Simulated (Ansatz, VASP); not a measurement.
**TePb: VASP beside Ansatz**

INCAR

```
SYSTEM = TePb
PREC     = Accurate       ! precision mode
ENCUT    = 600            ! plane-wave cutoff, eV
EDIFF    = 1E-6           ! SCF threshold, eV
ISMEAR   = -1             ! smearing method
SIGMA    = 0.05           ! smearing width, eV
LREAL    = .False.        ! projectors in reciprocal space
LASPH    = .True.         ! aspherical terms in the spheres
NELM     = 60             ! most SCF steps
ALGO     = Normal         ! electronic algorithm
ISIF     = 3              ! what is computed and relaxed
LWAVE    = .False.        ! write WAVECAR
LCHARG   = .False.        ! write CHGCAR
GGA      = PE             ! functional
IBRION   = 2              ! ionic algorithm
NSW      = 80             ! ionic steps
EDIFFG   = -0.02          ! ionic threshold
```

The input KPOINTS:

```
Automatic mesh
0
Gamma
  7 7 7
  0 0 0
```

The input POSCAR:

```
TePb
1.0
    0.0000000000      3.2310000000      3.2310000000
    3.2310000000      0.0000000000      3.2310000000
    3.2310000000      3.2310000000      0.0000000000
Pb Te
1 1
Direct
    0.0000000000      0.0000000000      0.0000000000
    0.5000000000      0.5000000000      0.5000000000
```

Contents of input.yaml:

```yaml
crystal:
  lattice:
    - [0.0, 3.231, 3.231]
    - [3.231, 0.0, 3.231]
    - [3.231, 3.231, 0.0]
  atoms:
    - { symbol: Pb, position: [0.0, 0.0, 0.0] }
    - { symbol: Te, position: [0.5, 0.5, 0.5] }
kpoints:
  mp_grid: { grid: [7, 7, 7] }
scf:
  occupations: { method: fermi_dirac, width: 0.05 }
hamiltonian:
  xc: pbe
  pseudopotentials: { kind: all_electron, lapw: { basis_error: 0.001 } }
output:
  forces: true
  stress: true
relax:
  f_tol: 0.02
  max_steps: 60
  cell: {}
```

Alike in both runs: task relaxation of cell and atoms; functional PBE; k mesh 7 × 7 × 7; occupations fermi-dirac, width 0.05 eV; no spin polarisation.

|  | VASP | Ansatz |
| --- | --- | --- |
| version | VASP 6.6.1 | Ansatz 0.2.0 |
| potentials or method | VASP PAW PBE potentials, release 64 (Pb_d, Te), cutoff 600 eV | all-electron LAPW, scalar-relativistic |

```csv
,VASP,Ansatz,Ansatz less VASP
relaxed volume (Å³/atom),35.41,35.48,+0.069
relaxed length of the cell vector where the two differ most in proportion (Å),4.644,4.647,+0.0030
```

Ansatz ran all-electron here, and VASP with PAW potentials.

Spin-orbit coupling is off throughout.
